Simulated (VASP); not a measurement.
Input of a VASP 6.6.1 run:

File INCAR:

```
SYSTEM = W6Cl
ALGO     = Normal         ! electronic algorithm
EDIFF    = 1E-6           ! SCF threshold, eV
ENCUT    = 520            ! plane-wave cutoff, eV
GGA      = PE             ! functional
ISIF     = 2              ! what is computed and relaxed
ISMEAR   = 0              ! smearing method
LASPH    = .TRUE.         ! aspherical terms in the spheres
LCHARG   = .FALSE.        ! write CHGCAR
LREAL    = .FALSE.        ! projectors in reciprocal space
LWAVE    = .FALSE.        ! write WAVECAR
NBANDS   = 54             ! bands
NELM     = 60             ! most SCF steps
PREC     = Accurate       ! precision mode
SIGMA    = 0.1            ! smearing width, eV
```

File KPOINTS:

```
k-points
0
G
  6 6 6
  0 0 0
```

The input POSCAR:

```
W6Cl
1.0
    2.6888914123      1.5524321807      4.5706326871
   -2.6888914123      1.5524321807      4.5706326871
    0.0000000000     -3.1048643614      4.5706326871
W Cl
6 1
Direct
    0.3075940189      0.9088521710      0.5234384237
    0.9088521710      0.5234384237      0.3075940189
    0.5234384237      0.3075940189      0.9088521710
    0.6924059811      0.0911478290      0.4765615763
    0.0911478290      0.4765615763      0.6924059811
    0.4765615763      0.6924059811      0.0911478290
    0.0000000000      0.0000000000      0.0000000000
```

Potentials or basis: VASP PAW PBE potentials, release 64 (W_sv, Cl).

Launch:

```console
$ cat potpaw_PBE.64/W_sv/POTCAR potpaw_PBE.64/Cl/POTCAR > POTCAR
$ mpirun -np 1 vasp_std > vasp.out
```

Q: Estimate the pressure.

A: 0.6 GPa.

Q: What does it give for the largest force?

A: 0.045 eV/Å.

Forces in eV/Å, atoms in the order of the input:
```
W    0.011  0.031 -0.031
W    0.021 -0.025 -0.031
W   -0.033 -0.006 -0.031
W   -0.011 -0.031  0.031
W   -0.021  0.025  0.031
W    0.033  0.006  0.031
Cl   0.000  0.000  0.000
```

Caveat: an odd number of electrons without spin polarisation forces a metal; a magnetic or distorted state may lie lower.
